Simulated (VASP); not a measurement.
Runs of VASP 6.6.1 on CsSnI3. The structure is that of space group Pm-3m (No. 221), or close to it. The cells are those of the table. 

| level | cell | smearing | gap on the mesh (eV) | pressure (GPa) |
| --- | --- | --- | --- | --- |
| PBE | a = 6.241, b = 6.241, c = 6.366 Å, 5 atoms | fermi-dirac 0.02 eV | 0.38 | 0.2 |
| PBE | a = 6.241, b = 6.241, c = 6.304 Å, 5 atoms | fermi-dirac 0.02 eV | 0.38 | 0.3 |
| PBE | a = 6.241, b = 6.241, c = 6.179 Å, 5 atoms | fermi-dirac 0.02 eV | (a) | (b) |
| r2SCAN | a = 6.241 Å, 5 atoms | gaussian 0.01 eV | 0.50 | 0.0 |
| PBE | a = 6.241 Å, 5 atoms | fermi-dirac 0.02 eV | 0.38 | 0.5 |

Alike in all rows: task single point; potentials or basis VASP PAW PBE potentials, release 64 (Cs_sv, Sn_d, I); no spin polarisation; k mesh 4 × 4 × 4; cutoff (eV) 520.

Question: Estimate the missing entries.

Answer: (a) 0.31; (b) 0.7.

Caveats: spin-orbit coupling is left out, which moves the levels of the heavy elements; the PAW data sets were made with another functional, which shifts forces and pressure a little (some runs).

A k mesh can miss the band edges, and the runs leave out spin-orbit coupling on Cs, I, Sn.
